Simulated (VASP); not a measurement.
# Ba2TeOsO6 (I4/m) in VASP: single point with PBE

Aim: the single point of Ba2TeOsO6 with PBE.

Everything below comes from runs of VASP 6.6.1. Logs are shortened: lines on timing, memory, paths and dates and some standing lists are left out, and cuts for length are marked.

### Step 1. The cell of the first run

The structure is tetragonal, space group I4/m (No. 87). The conventional cell has a = 5.671 Å, b = 5.671 Å, c = 8.767 Å, α = 90.00°, β = 90.00°, γ = 90.00°. Within 2.7 Å of Os (site symmetry 4/m) lie 6 O at 2.03 to 2.46 Å. Within 2.6 Å of O (site symmetry m) lie 1 Te at 1.98 Å and 1 Os at 2.03 Å. Within 2.5 Å of O (site symmetry 4) lie 1 Te at 1.92 Å and 1 Os at 2.46 Å. Within 2.5 Å of Te (site symmetry 4/m) lie 6 O at 1.92 to 1.98 Å. Ba (site symmetry -4) has 12 O at 2.85 to 3.02 Å and 4 Os at 3.58 Å and 4 Te at 3.58 Å within 3.8 Å.

### Step 2. Single point, PBE

Contents of INCAR:

```
SYSTEM = Ba2TeOsO6
ALGO = Normal
EDIFF = 1E-7
ENCUT = 520
GGA = PE
ISIF = 2
ISMEAR = 1
LASPH = .True.
LCHARG = .False.
LREAL = .False.
LWAVE = .False.
NBANDS = 46
NELM = 60
PREC = Accurate
SIGMA = 0.0159
```

Contents of KPOINTS:

```
k-points
0
Gamma
  6 6 6
  0 0 0
```

Contents of POSCAR:

```
Ba2TeOsO6
1.0
    0.0000000000      5.6706470000      0.0000000000
    5.6706470000      0.0000000000      0.0000000000
    2.8353230000      2.8353230000     -4.3834080000
Os O Te Ba
1 6 1 2
Direct
    0.0000000000      0.0000000000      0.0000000000
    0.2440000000      0.2630000000      0.0000000000
    0.2630000000      0.7560000000      0.0000000000
    0.7560000000      0.7370000000      0.0000000000
    0.7370000000      0.2440000000      0.0000000000
    0.2810000000      0.2810000000      0.4380000000
    0.7190000000      0.7190000000      0.5620000000
    0.5000000000      0.5000000000      0.0000000000
    0.7500000000      0.2500000000      0.5000000000
    0.2500000000      0.7500000000      0.5000000000
```

Potentials or basis: VASP PAW PBE potentials, release 64 (Os, O, Te, Ba_sv).

The run is started by

```bash
$ cat potpaw_PBE.64/Os/POTCAR potpaw_PBE.64/O/POTCAR potpaw_PBE.64/Te/POTCAR potpaw_PBE.64/Ba_sv/POTCAR > POTCAR
$ mpirun -np 1 vasp_std > vasp.out
```

OUTCAR:

```text
SYSTEM = Ba2TeOsO6
   EDIFF = 1E-7
   ENCUT = 520
   GGA = PE
   ISIF = 2
   ISMEAR = 1
   LASPH = .True.
   LREAL = .False.
   NELM = 60
   PREC = Accurate

 ion  position               nearest neighbor table
   1  0.000  0.000  0.000-   2 2.03   3 2.03   4 2.03   5 2.03   7 2.46   6 2.46  10 3.58   9 3.58
                             9 3.58  10 3.58   9 3.58  10 3.58   9 3.58  10 3.58
   2  0.244  0.263  0.000-   8 1.98   1 2.03  10 2.92   9 2.92   9 3.02  10 3.02
   3  0.263  0.756  0.000-   8 1.98   1 2.03  10 2.92   9 2.92  10 3.02   9 3.02
   4  0.756  0.737  0.000-   8 1.98   1 2.03   9 2.92  10 2.92  10 3.02   9 3.02
   5  0.737  0.244  0.000-   8 1.98   1 2.03   9 2.92  10 2.92   9 3.02  10 3.02
   6  0.281  0.281  0.438-   8 1.92   1 2.46   9 2.85  10 2.85  10 2.85   9 2.85
   7  0.719  0.719  0.562-   8 1.92   1 2.46  10 2.85   9 2.85  10 2.85   9 2.85
   8  0.500  0.500  0.000-   6 1.92   7 1.92   4 1.98   5 1.98   2 1.98   3 1.98   9 3.58  10 3.58
                             9 3.58  10 3.58  10 3.58   9 3.58  10 3.58   9 3.58
   9  0.750  0.250  0.500-   6 2.85   7 2.85   6 2.85   7 2.85   5 2.92   4 2.92   2 2.92   3 2.92
                             5 3.02   2 3.02   4 3.02   3 3.02   8 3.58   1 3.58   8 3.58   1 3.58
  10  0.250  0.750  0.500-   6 2.85   7 2.85   6 2.85   7 2.85   3 2.92   2 2.92   4 2.92   5 2.92
                             3 3.02   4 3.02   2 3.02   5 3.02   8 3.58   8 3.58   1 3.58   1 3.58

  LATTYP: Found a body centered tetragonal cell.
 ALAT       =     5.6706470000
 C/A-ratio  =     1.5459992484

  Lattice vectors:

 A1 = (  -2.8353230000,   2.8353240000,   4.3834080000)
 A2 = (   2.8353240000,  -2.8353230000,   4.3834080000)
 A3 = (   2.8353230000,   2.8353230000,  -4.3834080000)

Analysis of symmetry for initial positions (statically):
=====================================================================
 Subroutine PRICEL returns:
 Original cell was already a primitive cell.

 Routine SETGRP: Setting up the symmetry group for a
 body centered tetragonal supercell.

 Subroutine GETGRP returns: Found  8 space group operations
 (whereof  8 operations were pure point group operations)
 out of a pool of 16 trial point group operations.

The static configuration has the point symmetry C_4h.

Analysis of symmetry for dynamics (positions and initial velocities):
=====================================================================
 Subroutine PRICEL returns:
 Original cell was already a primitive cell.

 Routine SETGRP: Setting up the symmetry group for a
 body centered tetragonal supercell.

 Subroutine GETGRP returns: Found  8 space group operations
 (whereof  8 operations were pure point group operations)
 out of a pool of 16 trial point group operations.

The dynamic configuration has the point symmetry C_4h.

 Subroutine INISYM returns: Found  8 space group operations
 (whereof  8 operations are pure point group operations),
 and found     1 'primitive' translations

----------------------------------------------------------------------------------------

                                     Primitive cell

  volume of cell :     140.9539

  direct lattice vectors                    reciprocal lattice vectors
     0.000000000  5.670647000  0.000000000     0.000000000  0.176346720  0.114066478
     5.670647000  0.000000000  0.000000000     0.176346720  0.000000000  0.114066478
     2.835323000  2.835323000 -4.383408000     0.000000000  0.000000000 -0.228132996

  length of vectors
     5.670647000  5.670647000  5.940738904     0.210022206  0.210022206  0.228132996

  position of ions in fractional coordinates (direct lattice)
     0.000000000  0.000000000  0.000000000
     0.244000000  0.263000000  0.000000000
     0.263000000  0.756000000  0.000000000
     0.756000000  0.737000000  0.000000000
     0.737000000  0.244000000  0.000000000
     0.281000000  0.281000000  0.438000000
     0.719000000  0.719000000  0.562000000
     0.500000000  0.500000000  0.000000000
     0.750000000  0.250000000  0.500000000
     0.250000000  0.750000000  0.500000000

  ion indices of the primitive-cell ions
   primitive index   ion index
                 1           1
                 2           2
                 3           3
                 4           4
                 5           5
                 6           6
                 7           7
                 8           8
                 9           9
                10          10

----------------------------------------------------------------------------------------

 KPOINTS: k-points

Automatic generation of k-mesh.
 Grid dimensions read from file:
 generate k-points for:    6    6    6

 Generating k-lattice:

  Cartesian coordinates                     Fractional coordinates (reciprocal lattice)
     0.000000000  0.029391120  0.019011080     0.166666667  0.000000000  0.000000000
     0.029391120  0.000000000  0.019011080     0.000000000  0.166666667  0.000000000
     0.000000000  0.000000000 -0.038022166     0.000000000  0.000000000  0.166666667

  Length of vectors
     0.035003701  0.035003701  0.038022166

  Shift w.r.t. Gamma in fractional coordinates (k-lattice)
     0.000000000  0.000000000  0.000000000

 Subroutine IBZKPT returns following result:
 ===========================================

 Found     36 irreducible k-points:

 Following reciprocal coordinates:
            Coordinates               Weight
  0.000000  0.000000  0.000000      1.000000
  0.166667  0.000000  0.000000      8.000000
  0.333333  0.000000 -0.000000      8.000000
  0.500000  0.000000  0.000000      4.000000
  0.166667  0.166667  0.000000      8.000000
  0.333333  0.166667  0.000000      8.000000
[... 16 lines left out ...]
  0.333333  0.333333  0.166667      8.000000
  0.500000  0.333333  0.166667      8.000000
 [... further k-points ...]
   k-points           NKPTS =     36   k-points in BZ     NKDIM =     36   number of bands    NBANDS=     46
   number of dos      NEDOS =    301   number of ions     NIONS =     10
   total plane-waves  NPLWV =  84672
   dimension x,y,z NGX =    42 NGY =   42 NGZ =   48
   dimension x,y,z NGXF=    84 NGYF=   84 NGZF=   96
   ions per type =               1   6   1   2
   NGX,Y,Z   is equivalent  to a cutoff of  12.31, 12.31, 13.43 a.u.
   NGXF,Y,Z  is equivalent  to a cutoff of  24.63, 24.63, 26.86 a.u.
 SYSTEM =  Ba2TeOsO6
   PREC   = accura    normal or accurate (medium, high low for compatibility)
   ISTART =      0    job   : 0-new  1-cont  2-samecut
   ICHARG =      2    charge: 1-file 2-atom 10-const
   ISPIN  =      1    spin polarized calculation?
   LNONCOLLINEAR =      F non collinear calculations
   LSORBIT =      F    spin-orbit coupling
   LASPH  =      T    aspherical Exc in radial PAW
   ENCUT  =  520.0 eV  38.22 Ry    6.18 a.u.  10.54 10.54 11.05*2*pi/ulx,y,z
   NELM   =     60;   NELMIN=  2; NELMDL= -5     # of ELM steps
   EDIFF  = 0.1E-06   stopping-criterion for ELM
   LREAL  =      F    real-space projection
   EDIFFG = 0.1E-05   stopping-criterion for IOM
   NSW    =      0    number of steps for IOM
   IBRION =     -1    ionic relax: 0-MD 1-quasi-New 2-CG
   NFREE  =      0    steps in history (QN), initial steepest desc. (CG)
   ISIF   =      2    stress and relaxation
   ISYM   =      2    0-nonsym 1-usesym 2-fastsym
   POTIM  = 0.5000    time-step for ionic-motion
   TEBEG  =    0.0;   TEEND  =   0.0 temperature during run
   PSTRESS=    0.0 pullay stress
   NELECT =      70.0000    total number of electrons
   NUPDOWN=      -1.0000    fix difference up-down
   EMIN   =  10.00;   EMAX   =-10.00  energy-range for DOS
   EFERMI =   0.00;   METHOD = LEGACY
   ISMEAR =     1;   SIGMA  =   0.02  broadening in eV -4-tet -1-fermi 0-gaus
   EFERMI_NEDOS =   21; number of points for ismear=-14 and -15
   IALGO  =     38    algorithm
   IMIX   =      4    mixing-type and parameters
     AMIX     =   0.40;   BMIX     =  1.00
     AMIX_MAG =   1.60;   BMIX_MAG =  1.00
  volume/ion in A,a.u.               =      14.10        95.12
  Fermi-wavevector in a.u.,A,eV,Ry     =   1.296428  2.449894 22.867667  1.680726
  Thomas-Fermi vector in A             =   2.427885
   LORBIT       =      0    0 simple, 1 ext, 2 COOP (PROOUT), +10 PAW based schemes
   GGA     = PE    functional components
   LHFCALC =     F    Hartree Fock is set to
   AEXX    =    0.0000 exact exchange contribution
   IVDW    =     0    specifies the selected vdW correction
   LEPSILON=     F    determine dielectric tensor
   LRPA    =     F    only Hartree local field effects (RPA)
 non-spin polarized calculation
 Methfessel and Paxton  Order N= 1 SIGMA  =   0.02
  energy-cutoff  :      520.00
  volume of cell :      140.95
 maximum number of plane-waves:      3828
   NGX = 21   NGY = 21   NGZ = 23

 number of electron      70.0000004 magnetization

 Free energy of the ion-electron system (eV)
  ---------------------------------------------------
  ext. energy  EPLUGINS =         0.00000000
  ---------------------------------------------------
  free energy    TOTEN  =       -62.31723947 eV

  energy without entropy =      -62.31717375  energy(sigma->0) =      -62.31721756

 E-fermi :   6.1601     XC(G=0): -11.0256

 val. band max:        6.1557959390   @ k =   0.5000   0.5000   0.1667
 cond. band min:       6.1626365723   @ k =   0.3333   0.1667  -0.1667
 fundamental gap:      0.0068406333
 Fermi energy:         6.1601225356

 k-point     1 :       0.0000    0.0000    0.0000
  band No.  band energies     occupation
      1     -21.3372      2.00000
      2     -21.1404      2.00000
      3     -15.2017      2.00000
      4     -13.3278      2.00000
      5     -13.3046      2.00000
      6     -13.3046      2.00000
[... 38 lines left out ...]
     45      11.5900      0.00000
     46      11.5900      0.00000

 k-point     2 :       0.1667    0.0000    0.0000
  band No.  band energies     occupation
      1     -21.3202      2.00000
      2     -21.1502      2.00000
      3     -15.1977      2.00000
      4     -13.4310      2.00000
      5     -13.3490      2.00000
      6     -13.3378      2.00000
[... 38 lines left out ...]
     45      11.6562      0.00000
     46      11.6682      0.00000

 k-point     3 :       0.3333    0.0000   -0.0000
  band No.  band energies     occupation
      1     -21.2768      2.00000
      2     -21.1791      2.00000
      3     -15.1841      2.00000
      4     -13.6593      2.00000
      5     -13.4217      2.00000
      6     -13.3611      2.00000
[... 38 lines left out ...]
     45      11.7991      0.00000
     46      12.0406      0.00000

 k-point     4 :       0.5000    0.0000    0.0000
  band No.  band energies     occupation
      1     -21.2248      2.00000
      2     -21.2238      2.00000
      3     -15.1738      2.00000
      4     -13.7684      2.00000
      5     -13.4531      2.00000
      6     -13.3722      2.00000
[... 920 lines left out ...]
     45      11.8944      0.00000
     46      12.0197      0.00000

 k-point    23 :       0.3333    0.3333    0.1667
  band No.  band energies     occupation
      1     -21.2502      2.00000
      2     -21.1929      2.00000
      3     -15.2237      2.00000
      4     -13.5993      2.00000
      5     -13.4104      2.00000
      6     -13.3638      2.00000
[... 38 lines left out ...]
     45      11.7191      0.00000
     46      11.8397      0.00000

 k-point    24 :       0.5000    0.3333    0.1667
  band No.  band energies     occupation
      1     -21.2188      2.00000
      2     -21.2185      2.00000
      3     -15.2393      2.00000
      4     -13.5936      2.00000
      5     -13.4063      2.00000
      6     -13.3726      2.00000
[... 38 lines left out ...]
     45      12.0265      0.00000
     46      12.1237      0.00000

 [... further k-points ...]
[... 5 lines left out ...]
  --------------------------------------------------------------------------------------
  -------------------------------------------------------------------------------------
  Total       10.3906317     10.3906317      7.4973442      0.0000001      0.0000009      0.0000009
  in kB      118.1069385    118.1069385     85.2198786      0.0000009      0.0000097      0.0000097
  external PRESSURE =     107.1445852 kB  Pullay stress =       0.0000000 kB

 VOLUME and BASIS-vectors are now :
 -----------------------------------------------------------------------------
  energy-cutoff  :      520.00
  volume of cell :      140.95
      direct lattice vectors                 reciprocal lattice vectors
     0.000000000  5.670647000  0.000000000     0.000000000  0.176346720  0.114066478
     5.670647000  0.000000000  0.000000000     0.176346720  0.000000000  0.114066478
     2.835323000  2.835323000 -4.383408000     0.000000000  0.000000000 -0.228132996

 POSITION                                       TOTAL-FORCE (eV/Angst)
 -----------------------------------------------------------------------------------
      0.00000      0.00000      0.00000        -0.000000     -0.000000      0.000000
      1.49138      1.38364      0.00000        -0.669580     -0.883630      0.000000
      4.28701      1.49138      0.00000         0.883630     -0.669580      0.000000
      4.17927      4.28701      0.00000         0.669580      0.883630      0.000000
      1.38364      4.17927      0.00000        -0.883630      0.669580      0.000000
      2.83532      2.83532     -1.91993        -0.000000     -0.000000     -2.696461
      5.67065      5.67065     -2.46348         0.000000      0.000000      2.696461
      2.83532      2.83532      0.00000        -0.000000     -0.000000      0.000000
      2.83532      5.67065     -2.19170        -0.000000     -0.000000      0.000000
      5.67065      2.83532     -2.19170        -0.000000     -0.000000      0.000000
 -----------------------------------------------------------------------------------
    total drift:                               -0.000000     -0.000000      0.000000

  FREE ENERGIE OF THE ION-ELECTRON SYSTEM (eV)
  ---------------------------------------------------
  free  energy   TOTEN  =       -62.3172394659 eV

  energy  without entropy=      -62.3171737508  energy(sigma->0) =      -62.31721756
```

Wall time 6.6 min (1 thread of Oxide Virtual Turin-like, shared host); peak memory 0.38 GiB.

Results:

```
Free energy            : -62.3172 eV
Pressure               : 10.7 GPa
Largest force          : 2.696 eV/Å
Band gap on the k mesh : zero (band 35 reaches 6.28 eV, above the bottom of band 36 at 5.75 eV)
```

Forces on the atoms (eV/Å):
```
Os   0.000  0.000  0.000
O   -0.670 -0.884  0.000
O    0.884 -0.670  0.000
O    0.670  0.884  0.000
O   -0.884  0.670  0.000
O    0.000  0.000 -2.696
O    0.000  0.000  2.696
Te   0.000  0.000  0.000
Ba   0.000  0.000  0.000
Ba   0.000  0.000  0.000
```

Stress tensor (GPa, compression positive):
```
11.81  0.00  0.00
 0.00 11.81  0.00
 0.00  0.00  8.52
```

Caveat: spin-orbit coupling is left out, which moves the levels of the heavy elements; forces of over 1 eV/Å act on the atoms, so gaps and moduli don't describe the material at rest.
